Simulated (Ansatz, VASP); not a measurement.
One calculation of SrCl2, two programs

```
Sr Cl
1.0
     0.00000    3.49765    3.49765
     3.49765    0.00000    3.49765
     3.49765    3.49765    0.00000
Sr Cl
1 2
Direct
  0.00000 0.00000 0.00000
  0.25000 0.25000 0.25000
  0.75000 0.75000 0.75000
```

Alike in both runs: task single point; functional PBEsol; k mesh 4 × 4 × 4; no spin polarisation.

```csv
,VASP,Ansatz
version,VASP 6.6.1,Ansatz 0.2.0
potentials or method,"VASP PAW PBE potentials, release 64 (Sr_sv, Cl)","plane waves, PAW"
plane-wave cutoff (eV),500,420
occupations,"gaussian, width 0.01 eV",fixed
valence electrons in the cell,24,24
```

```csv
,VASP,Ansatz,Ansatz less VASP
gap on the k mesh at the Fermi level (eV),5.10,5.11,+0.010
pressure (GPa),-1.2,-1.3,-0.10
```

VASP's potentials were made for PBE, not for PBEsol.
